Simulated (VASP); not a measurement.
# WC (P1) in VASP: notebook

Runs on WC. Level: PBE. Tasks: single point.

Program: VASP 6.6.1. These are calculated values, not measurements. Logs are shortened: lines on timing, memory, paths and dates and some standing lists are left out, and cuts for length are marked.

## 1. The cell of the first run

The typed cell holds 16 atoms: a = 5.878 Å, b = 5.091 Å, c = 5.752 Å, α = 90.00°, β = 90.00°, γ = 90.00°.

## 2. Single point, PBE

INCAR reads:

```
  PREC = Accurate
  ENCUT = 520
  EDIFF = 1E-6
  ISMEAR = -1
  SIGMA = 0.36
  LREAL = Auto
  LASPH = True
  NELM = 100
  ALGO = Normal
  ISIF = 2
  LWAVE = False
  LCHARG = False
  GGA = PE
  NBANDS = 86
```

KPOINTS reads:

```
regular mesh
0
Gamma
  2 3 3
```

POSCAR reads:

```
WC
1.0
   -2.9390120000     -5.0905180000      0.0000000000
    4.4085180000     -2.5452590000      0.0000000000
    0.0000000000      0.0000000000      5.7523970000
W C
8 8
Direct
    0.7029914721      0.4786189764     -0.0200612023
    0.7294631342      0.4699540537      0.4982444710
    0.4844510260      0.0411719718      0.0170885285
    0.5124264786     -0.0088856233      0.4881443336
    0.2424433288      0.5274661128     -0.0009039710
    0.2289270191      0.4866078025      0.5125341662
   -0.0065510854      0.0156166497      0.0150372097
    0.0210094013     -0.0116486124      0.4915689929
    0.4721805492      0.6474611877      0.2370316235
    0.4565004761      0.7244748410      0.7532338258
    0.2517166656      0.1889520017      0.2502956594
    0.2541787588      0.1846957237      0.7776931947
   -0.0064929555      0.6659646452      0.2602393402
   -0.0111799077      0.5916142606      0.7212819282
    0.7947549441      0.1697609758      0.2724603326
    0.7310865732      0.1485470200      0.7419341885
```

Potentials or basis: VASP PAW PBE potentials, release 64 (W_sv, C).

Command:

```console
$ cat potpaw_PBE.64/W_sv/POTCAR potpaw_PBE.64/C/POTCAR > POTCAR
$ mpirun -np 1 vasp_std > vasp.out
```

OUTCAR:

```text
PREC = Accurate
   ENCUT = 520
   EDIFF = 1E-6
   ISMEAR = -1
   LREAL = Auto
   LASPH = True
   NELM = 100
   ISIF = 2
   GGA = PE

 ion  position               nearest neighbor table
   1  0.703  0.479  0.980-  16 2.17   9 2.18  10 2.32  14 2.32  15 2.37  13 2.53   3 2.58   5 2.72
                             2 2.78   7 2.92   2 2.99   3 3.15   5 3.18   7 3.23
   2  0.729  0.470  0.498-  15 2.04  14 2.09  16 2.15  13 2.30   9 2.32  10 2.53   4 2.75   1 2.78
                             6 2.94   4 2.94   6 2.94   1 2.99   8 2.99   8 3.15
   3  0.484  0.041  0.017-  11 2.06  12 2.06  16 2.21  10 2.22   9 2.37  15 2.43   1 2.58   4 2.73
                             5 2.86   7 2.89   5 2.98   7 2.99   4 3.06   1 3.15
   4  0.512  0.991  0.488-  10 2.07  16 2.10  15 2.26   9 2.28  11 2.29  12 2.46   3 2.73   2 2.75
                             8 2.89   2 2.94   8 2.99   6 3.03   3 3.06   6 3.06
   5  0.242  0.527  0.999-   9 2.02  10 2.14  12 2.16  14 2.21  13 2.21  11 2.25   1 2.72   6 2.81
                             3 2.86   7 2.89   6 2.96   3 2.98   7 2.99   1 3.18
   6  0.229  0.487  0.513-  14 1.93  11 2.14  12 2.17  13 2.20  10 2.27   9 2.29   5 2.81   8 2.82
                             8 2.83   2 2.94   2 2.94   5 2.96   4 3.03   4 3.06
   7  0.993  0.016  0.015-  15 2.04  11 2.22  12 2.23  13 2.27  16 2.30  14 2.74   8 2.75   5 2.89
                             3 2.89   1 2.92   5 2.99   3 2.99   8 3.02   1 3.23
   8  0.021  0.988  0.492-  15 2.05  13 2.12  11 2.19  12 2.36  16 2.38  14 2.42   7 2.75   6 2.82
                             6 2.83   4 2.89   4 2.99   2 2.99   7 3.02   2 3.15
   9  0.472  0.647  0.237-   5 2.02   1 2.18   4 2.28   6 2.29   2 2.32   3 2.37
  10  0.457  0.724  0.753-   4 2.07   5 2.14   3 2.22   6 2.27   1 2.32   2 2.53
  11  0.252  0.189  0.250-   3 2.06   6 2.14   8 2.19   7 2.22   5 2.25   4 2.29
  12  0.254  0.185  0.778-   3 2.06   5 2.16   6 2.17   7 2.23   8 2.36   4 2.46
  13  0.994  0.666  0.260-   8 2.12   6 2.20   5 2.21   7 2.27   2 2.30   1 2.53
  14  0.989  0.592  0.721-   6 1.93   2 2.09   5 2.21   1 2.32   8 2.42   7 2.74
  15  0.795  0.170  0.272-   2 2.04   7 2.04   8 2.05   4 2.26   1 2.37   3 2.43
  16  0.731  0.149  0.742-   4 2.10   2 2.15   1 2.17   3 2.21   7 2.30   8 2.38

  LATTYP: Found a simple orthorhombic cell.
 ALAT       =     5.0905180810
 B/A-ratio  =     1.1300219169
 C/A-ratio  =     1.1547005261

  Lattice vectors:

 A1 = (   4.4085180000,  -2.5452590000,   0.0000000000)
 A2 = (   0.0000000000,   0.0000000000,   5.7523970000)
 A3 = (  -2.9390120000,  -5.0905180000,   0.0000000000)

Analysis of symmetry for initial positions (statically):
=====================================================================
 Subroutine PRICEL returns:
 Original cell was already a primitive cell.

[... 144 lines left out ...]
   PSTRESS=    0.0 pullay stress
   NELECT =     144.0000    total number of electrons
   NUPDOWN=      -1.0000    fix difference up-down
   EMIN   =  10.00;   EMAX   =-10.00  energy-range for DOS
   EFERMI =   0.00;   METHOD = LEGACY
   ISMEAR =    -1;   SIGMA  =   0.36  broadening in eV -4-tet -1-fermi 0-gaus
   EFERMI_NEDOS =   21; number of points for ismear=-14 and -15
   IALGO  =     38    algorithm
   IMIX   =      4    mixing-type and parameters
     AMIX     =   0.40;   BMIX     =  1.00
     AMIX_MAG =   1.60;   BMIX_MAG =  1.00
  volume/ion in A,a.u.               =      10.76        72.60
  Fermi-wavevector in a.u.,A,eV,Ry     =   1.542582  2.915057 32.375870  2.379559
  Thomas-Fermi vector in A             =   2.648366
   LORBIT       =      0    0 simple, 1 ext, 2 COOP (PROOUT), +10 PAW based schemes
   GGA     = PE    functional components
   LHFCALC =     F    Hartree Fock is set to
   AEXX    =    0.0000 exact exchange contribution
   IVDW    =     0    specifies the selected vdW correction
   LEPSILON=     F    determine dielectric tensor
   LRPA    =     F    only Hartree local field effects (RPA)
 non-spin polarized calculation
  energy-cutoff  :      520.00
  volume of cell :      172.12
 maximum number of plane-waves:      4649
 NGX is ok and might be reduce to    48
   NGX = 21   NGY = 19   NGZ = 21

 number of electron     143.9999998 magnetization

 Free energy of the ion-electron system (eV)
  ---------------------------------------------------
  ext. energy  EPLUGINS =         0.00000000
  ---------------------------------------------------
  free energy    TOTEN  =      -174.07337412 eV

  energy without entropy =     -171.96178005  energy(sigma->0) =     -173.01757708

 E-fermi :  10.9323     XC(G=0): -13.5636

 val. band max:       10.8912861452   @ k =   0.0000   0.3333   0.0000
 cond. band min:      10.9840501693   @ k =   0.0000   0.3333   0.3333
 fundamental gap:      0.0927640241
 Fermi energy:        10.9322592520

 k-point     1 :       0.0000    0.0000    0.0000
  band No.  band energies     occupation
      1     -63.4259      2.00000
      2     -63.3903      2.00000
      3     -63.3499      2.00000
      4     -63.2853      2.00000
      5     -63.2752      2.00000
      6     -63.2382      2.00000
[... 859 lines left out ...]
     83      14.3492      0.00015
     84      14.5655      0.00008
 [bands above 84 left out]

------------------------ aborting loop because EDIFF is reached ----------------------------------------

  FORCE on cell =-STRESS in cart. coord.  units (eV):
  Direction    XX          YY          ZZ          XY          YZ          ZX
  --------------------------------------------------------------------------------------
  -------------------------------------------------------------------------------------
  Total        9.6503686      9.7492788      5.4239946      1.4568673     -0.4378705      3.7779183
  in kB       89.8281175     90.7487997     50.4879397     13.5608967     -4.0758111     35.1658373
  external PRESSURE =      77.0216190 kB  Pullay stress =       0.0000000 kB

 VOLUME and BASIS-vectors are now :
 -----------------------------------------------------------------------------
  energy-cutoff  :      520.00
  volume of cell :      172.12
      direct lattice vectors                 reciprocal lattice vectors
    -2.939012000 -5.090518000  0.000000000    -0.085062599 -0.147332747  0.000000000
     4.408518000 -2.545259000  0.000000000     0.170125199 -0.098221831  0.000000000
     0.000000000  0.000000000  5.752397000     0.000000000  0.000000000  0.173840575

 POSITION                                       TOTAL-FORCE (eV/Angst)
 -----------------------------------------------------------------------------------
      0.04390     -4.79680      5.63700         0.729765     -5.725648      1.756059
     -0.07210     -4.90950      2.86610         2.291534     -2.235155     -0.827078
     -1.24230     -2.57090      0.09830        -4.977833      1.284930     -2.119760
      2.86332     -5.13116      2.80800         1.123607      1.647906      1.141181
      1.61280     -2.57670      5.74720        -0.230753      3.707282     -0.110411
      1.47240     -2.40390      2.94830        -0.862161     -3.160212     -2.851534
[... 8 lines left out ...]
     -1.58740     -4.47780      1.56730         1.630692      3.003404     -1.688985
     -1.49380     -4.09970      4.26790        -0.309024     -1.434319      0.701526
 -----------------------------------------------------------------------------------
    total drift:                                0.011941      0.005323     -0.005844

  FREE ENERGIE OF THE ION-ELECTRON SYSTEM (eV)
  ---------------------------------------------------
  free  energy   TOTEN  =      -174.0733741229 eV

  energy  without entropy=     -171.9617800462  energy(sigma->0) =     -173.01757708
```

Run time: 11 min. Hardware: 1 thread of Intel Xeon 8259CL, shared host; peak memory 0.34 GiB.

What came out:

| Item | Value |
| --- | --- |
| Free energy | -174.0734 eV |
| Pressure | 7.7 GPa |
| Largest force | 6.033 eV/Å |
| Band gap on the k mesh | zero (bands 72 and 73 overlap by 0.24 eV) |

Forces on the atoms (eV/Å):
```
W    0.730 -5.726  1.756
W    2.292 -2.235 -0.827
W   -4.978  1.285 -2.120
W    1.124  1.648  1.141
W   -0.231  3.707 -0.110
W   -0.862 -3.160 -2.852
W   -1.283  0.244 -2.425
W    0.578  1.788  3.117
C    0.408 -3.038  1.981
C   -3.476  0.476  0.226
C   -0.483  1.074  0.785
C    0.194  1.780 -1.650
C    0.093  0.407 -1.089
C    4.573  0.183  3.055
C    1.631  3.003 -1.689
C   -0.309 -1.434  0.702
```

Stress tensor (GPa, compression positive):
```
 8.98  1.36  3.52
 1.36  9.07 -0.41
 3.52 -0.41  5.05
```

Levels at points of the mesh, in eV from the Fermi level:
| k point | band 69 | band 70 | band 71 | band 72 | band 73 | band 74 | band 75 | band 76 |
| --- | --- | --- | --- | --- | --- | --- | --- | --- |
| (0.00, 0.00, 0.00) | -0.75 | -0.37 | -0.22 | -0.12 | -0.06 | 0.68 | 1.17 | 1.43 |
| (0.50, 0.00, 0.00) | -0.94 | -0.73 | -0.27 | 0.18 | 0.41 | 0.52 | 0.65 | 0.78 |

Caveat: the k points lie up to 0.53 Å⁻¹ apart; so wide a smearing shifts energies and pressures; spin-orbit coupling is left out, which moves the levels of the heavy elements; forces of over 1 eV/Å act on the atoms, so gaps and moduli don't describe the material at rest.

## 3. Single point, PBE

INCAR reads:

```
PREC = Accurate ; ENCUT = 520
EDIFF = 1E-6 ; ISMEAR = -1
SIGMA = 0.36 ; LREAL = Auto
LASPH = True ; NELM = 100
ALGO = Normal ; ISIF = 2
LWAVE = False ; LCHARG = True
GGA = PE ; LELF = True
LVHAR = True ; NBANDS = 86
```

KPOINTS is that of step 2.

POSCAR reads:

```
WC
1.0
   -2.9390120000     -5.0905180000      0.0000000000
    4.4085180000     -2.5452590000      0.0000000000
    0.0000000000      0.0000000000      5.7523970000
W C
8 8
Direct
    0.7155396315      0.4810640591     -0.0022773115
    0.7254943109      0.4649264187      0.4931335581
    0.5032144737     -0.0118739729      0.0106564272
    0.4957903760     -0.0221312775      0.5139770430
    0.2169440307      0.5307681878     -0.0358980787
    0.2123485931      0.4983522951      0.5046939563
   -0.0256921369     -0.0227535645      0.0126034417
    0.0334359980     -0.0143429607      0.5106393039
    0.4598430067      0.6478558361      0.2288089643
    0.5179023304      0.6538072804      0.7321643482
    0.2157125338      0.1628170114      0.2331723628
    0.2696578756      0.2375010678      0.7560326591
   -0.0412162216      0.6644557264      0.2505042680
    0.0022038961      0.6810627238      0.7358150003
    0.7061097950      0.1969290271      0.2443503117
    0.7368928071      0.1088431085      0.7270360512
```

Potentials or basis: VASP PAW PBE potentials, release 64 (W_sv, C).

Command:

```console
$ cat potpaw_PBE.64/W_sv/POTCAR potpaw_PBE.64/C/POTCAR > POTCAR
$ mpirun -np 1 vasp_std > vasp.out
```

It took 10 min on 1 thread of Intel Xeon 8259CL, shared host; peak memory 0.34 GiB.

The run converged. Its results:

```yaml
Free_energy: -173.4013 eV
Pressure: 10.7 GPa
Largest_force: 8.416 eV/Å
Band_gap_on_the_k_mesh: 0.03 eV (least direct gap 0.19 eV)
```

Forces in eV/Å, atoms in the order of the input:
```
W    0.629 -2.415 -0.595
W    1.745 -2.642  0.821
W    2.043  2.108 -1.334
W    1.701  0.943 -3.273
W   -3.703 -0.342  7.550
W   -1.864 -2.683 -5.086
W    2.415 -1.786 -1.114
W    4.265  3.083 -1.240
C    0.233 -1.154  1.296
C    1.394  1.906  1.047
C   -0.346 -1.367  0.243
C   -5.847  3.533 -0.972
C   -0.573 -0.144 -0.187
C    0.718  2.480  0.818
C   -4.193  1.648 -0.163
C    1.383 -3.166  2.188
```

Stress tensor (GPa, compression positive):
```
15.00 -1.86 -3.20
-1.86  8.80 -1.36
-3.20 -1.36  8.28
```

Levels at points of the mesh, in eV from the valence-band top:
```tsv
k point	band 69	band 70	band 71	band 72	band 73	band 74	band 75	band 76
(0.00, 0.00, 0.00)	-0.85	-0.64	-0.30	-0.06	0.13	0.41	0.81	1.74
(0.50, 0.00, 0.00)	-1.03	-0.97	-0.21	0.00	0.42	0.56	0.83	0.88
```

Caveat: the k points lie up to 0.53 Å⁻¹ apart; the smearing spreads over this small gap; so wide a smearing shifts energies and pressures; spin-orbit coupling is left out, which moves the levels of the heavy elements; forces of over 1 eV/Å act on the atoms, so gaps and moduli don't describe the material at rest.

The gap in the log of VASP goes by the Fermi energy; the results here count the filled bands.